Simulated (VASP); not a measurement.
## I: single point with PBEsol

I:

```
I
1.0
     2.38150   -3.85330    0.03064
     2.38150    3.85330    0.03064
    -1.49198    0.00000    2.26850
I
1
Direct
  0.50000 0.50000 0.50000
```

This cell differs from its parent crystal: strained.

```
Program             : VASP 6.6.1
Task                : single point
Functional          : PBEsol
Potentials or basis : VASP PAW PBE potentials, release 64 (I)
Cutoff              : 520 eV
k mesh              : 12 × 12 × 18
Occupations         : gaussian, width 0.1 eV
Spin                : no spin polarisation
```

```
Pressure               : 5.6 GPa
Band gap on the k mesh : zero (an odd number of electrons rules out a gap without spin polarisation)
```

Stress tensor (GPa, compression positive):
```
 4.77  0.00 -9.18
 0.00 -0.49  0.00
-9.18  0.00 12.52
```

Levels at points of the mesh, in eV from the Fermi level:
| k point | band 1 | band 2 | band 3 | band 4 | band 5 | band 6 |
| --- | --- | --- | --- | --- | --- | --- |
| (0.00, 0.00, 0.00) | -14.26 | -2.19 | -1.87 | 3.75 | 5.51 | 6.89 |
| (0.50, 0.00, 0.00) | -13.93 | -4.21 | -2.63 | 4.50 | 5.59 | 10.23 |
| (0.50, 0.50, 0.00) | -14.05 | -4.03 | -2.19 | 4.80 | 5.35 | 9.74 |
| (0.00, 0.00, 0.50) | -10.22 | -6.26 | -0.97 | 0.11 | 4.79 | 6.31 |
| (0.50, 0.00, 0.50) | -10.45 | -6.46 | -0.22 | 0.73 | 5.59 | 7.98 |
| (0.50, 0.50, 0.50) | -10.20 | -6.24 | -0.99 | -0.03 | 4.76 | 5.98 |

Run time: 6.7 min on 1 thread of Oxide Virtual Turin-like Processor, with other jobs on the host, peak memory 0.35 GiB.

Caveat: the cell differs from its parent crystal (strained); the stress differs along the axes, from -0 to 13 GPa; the PAW data sets were made with another functional, which shifts forces and pressure a little; spin-orbit coupling is left out, which moves the levels of the heavy elements; an odd number of electrons without spin polarisation forces a metal; a magnetic or distorted state may lie lower.
